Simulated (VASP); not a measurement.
Here is a VASP 6.6.1 calculation.

POSCAR

```
Sb
1.0
   -1.8713408863      1.8713408863      1.8713408863
    1.8713408863     -1.8713408863      1.8713408863
    1.8713408863      1.8713408863     -1.8713408863
Sb
1
Direct
    0.0000000000      0.0000000000      0.0000000000
```

The input INCAR.step1:

```
PREC = Accurate
ENCUT = 520
EDIFF = 1E-5
ISMEAR = -1
SIGMA = 0.05
LREAL = False
LASPH = True
NELM = 80
ALGO = Normal
ISIF = 2
LWAVE = True
LCHARG = False
NBANDS = 8
GGA = PE
```

File INCAR.step2:

```
PREC = Accurate
ENCUT = 520
EDIFF = 1E-7
ISMEAR = -1
SIGMA = 0.05
LREAL = False
LASPH = True
NELM = 80
ALGO = Normal
ISIF = 2
LWAVE = False
LCHARG = False
GGA = PE
LHFCALC = True
AEXX = 0.25
HFSCREEN = 0.3
PRECFOCK = Normal
NBANDS = 8
ISTART = 1
```

File KPOINTS:

```
regular mesh
0
Gamma
  5 5 5
```

Potentials or basis: VASP PAW PBE potentials, release 64 (Sb).

Command:

```console
$ cat potpaw_PBE.64/Sb/POTCAR > POTCAR
$ cp INCAR.step1 INCAR
$ mpirun -np 1 vasp_std > vasp.out
$ cp INCAR.step2 INCAR
$ mpirun -np 1 vasp_std > vasp.out
```

Question: What does it give for the pressure?

Answer: -1.6 GPa.

Caveat: the k points lie up to 0.47 Å⁻¹ apart; the PAW data sets were made with another functional, which shifts forces and pressure a little.
